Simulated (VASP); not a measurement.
Cs2H, 6 atoms in the cell. The structure is tetragonal, space group P4_2/mnm (No. 136). The conventional cell has a = 6.841 Å, b = 6.841 Å, c = 4.406 Å, α = 90.00°, β = 90.00°, γ = 90.00°. Cs (site symmetry m2m) has 3 H at 2.89 to 2.96 Å and 1 Cs at 3.75 Å within 3.8 Å. H (site symmetry mmm) has 6 Cs at 2.89 to 2.96 Å within 3.8 Å. 

```yaml
Program: VASP 6.6.1
Task: relaxation of cell and atoms
Functional: PBE
Potentials_or_basis: VASP PAW PBE potentials, release 64 (Cs_sv, H)
Cutoff: 600 eV
k_mesh: 6 × 6 × 8
Occupations: gaussian, width 0.1 eV
Spin: no spin polarisation
Dipole_correction: no
Further_INCAR_settings: ALGO = Normal; EDIFF = 1e-06; IBRION = 2; EDIFFG = -0.01; NSW = 100; ISIF = 3
```

Potentials or basis: VASP PAW PBE potentials, release 64 (Cs_sv, H).

Command:

```console
$ cat potpaw_PBE.64/Cs_sv/POTCAR potpaw_PBE.64/H/POTCAR > POTCAR
$ mpirun -np 1 vasp_std > vasp.out
```

Hardware: 1 thread of Intel Xeon 8259CL, on a shared host.

Problem. How long does it take, and how much memory?

Solution. Wall time 39 min on 1 thread of Intel Xeon 8259CL, on a shared host, peak memory 0.47 GiB. Counts: scf iterations 138, k points 50, ion steps 17.
